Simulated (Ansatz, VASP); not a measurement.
Two plane-wave programs on In

```
In
1.0
     1.66964    0.96397    8.20746
    -1.66964    0.96397    8.20746
     0.00000   -1.92793    8.20746
In
3
Direct
  0.00000 0.00000 0.00000
  0.77801 0.77801 0.77801
  0.22199 0.22199 0.22199
```

Alike in both runs: task electric field gradients; functional PBE; k mesh 14 × 14 × 14; occupations fermi-dirac, width 0.05 eV; no spin polarisation.

|  | VASP | Ansatz |
| --- | --- | --- |
| version | VASP 6.6.1 | Ansatz 0.2.0 |
| potentials or method | VASP PAW PBE potentials, release 64 (In_d) | PAW with Ansatz's default frozen-core files, scalar-relativistic |
| plane-wave cutoff (eV) | 520 | 420 |
| valence electrons in the cell | 39 | 39 |

```tsv
	VASP	Ansatz	Ansatz less VASP
pressure (GPa)	1.7	1.7	+0.03
traceless stress, the component that is largest in VASP (GPa)	0.16	0.16	-0.002
rms of the force components (eV/Å)	0.008	0.008	-0.0002
size of Vzz on the site where it differs most (V/Å²)	4.5	4.8	+0.30
```

Atom by atom the forces differ by 0.000 eV/Å (rms over components).
